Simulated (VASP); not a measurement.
Write the native input for VASP 6.6.1 that does the following.

* Task: single point
* Functional: PBE
* Potentials or basis: VASP PAW PBE potentials, release 64 (N, B)
* Cutoff: 520 eV
* k mesh: 12 × 12 × 4
* Occupations: gaussian, width 0.024 eV
* Spin: no spin polarisation
* Dipole correction: no
* Further INCAR settings: ALGO = Normal; EDIFF = 1e-06; NBANDS = 16

The structure of BN lies in POSCAR:

```
BN
1.0
    2.4982400000      0.0000000000      0.0000000000
   -1.2491200000      2.1635393048      0.0000000000
    0.0000000000      0.0000000000      6.6357000000
N B
2 2
Direct
    0.6666666667      0.3333333333      0.2500000000
    0.3333333333      0.6666666667      0.7500000000
    0.6666666667      0.3333333333      0.7500000000
    0.3333333333      0.6666666667      0.2500000000
```

These files were run (other wordings do the same):

INCAR

```
PREC     = Accurate       # precision mode
ENCUT    = 520            # plane-wave cutoff, eV
EDIFF    = 1E-6           # SCF threshold, eV
ISMEAR   = 0              # smearing method
SIGMA    = 0.024          # smearing width, eV
LREAL    = False          # projectors in reciprocal space
LASPH    = True           # aspherical terms in the spheres
NELM     = 60             # most SCF steps
ALGO     = Normal         # electronic algorithm
ISIF     = 2              # what is computed and relaxed
LWAVE    = False          # write WAVECAR
LCHARG   = True           # write CHGCAR
GGA      = PE             # functional
LELF     = True           # ELF
LVHAR    = True         
NBANDS   = 16             # bands
```

KPOINTS

```
regular mesh
0
Gamma
  12 12 4
```

Potentials or basis: VASP PAW PBE potentials, release 64 (N, B).

The run is started by

```bash
$ cat potpaw_PBE.64/N/POTCAR potpaw_PBE.64/B/POTCAR > POTCAR
$ mpirun -np 1 vasp_std > vasp.out
```

It gave:

* Pressure: 5.2 GPa
* Band gap on the k mesh: 4.29 eV, indirect (least direct gap 4.66 eV)

Caveat: this functional lacks dispersion, which binds the layers, so the pressure and a relaxed spacing across them are unreliable.

It took 28 s on 1 thread of Intel(R) Xeon(R) Platinum 8259CL CPU @ 2.50GHz (Skylake/Cascade Lake), on a shared host, peak memory 0.16 GiB.
